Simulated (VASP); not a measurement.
Runs of VASP 6.6.1 on Ta. The structure is that of space group Im-3m (No. 229), or close to it. The cells are those of the table. 

```tsv
cell	gap on the mesh (eV)	pressure (GPa)
a = 2.860 Å, angles 109.5°, 1 atom	none	3.5
a = 2.879 Å, angles 109.5°, 1 atom	none	-0.4
a = 2.802 Å, angles 109.5°, 1 atom	none	17.6
a = 2.841 Å, angles 109.5°, 1 atom	none	7.7
a = 2.898 Å, angles 109.5°, 1 atom	none	(b)
a = 2.916 Å, angles 109.5°, 1 atom	none	(a)
a = 2.821 Å, angles 109.5°, 1 atom	none	12.4
```

Alike in all rows: task single point; level PBE; potentials or basis VASP PAW PBE potentials, release 64 (Ta_pv); no spin polarisation; k mesh 12 × 12 × 12; cutoff (eV) 520; smearing fermi-dirac 0.15 eV.

Task: Fill in the values left out.

Result: (a) -7.2; (b) -4.0.

Caveats: spin-orbit coupling is left out, which moves the levels of the heavy elements.

A k mesh can miss the band edges, and the runs leave out spin-orbit coupling on Ta.

A gap of «none» marks levels without a gap at the run's occupations.
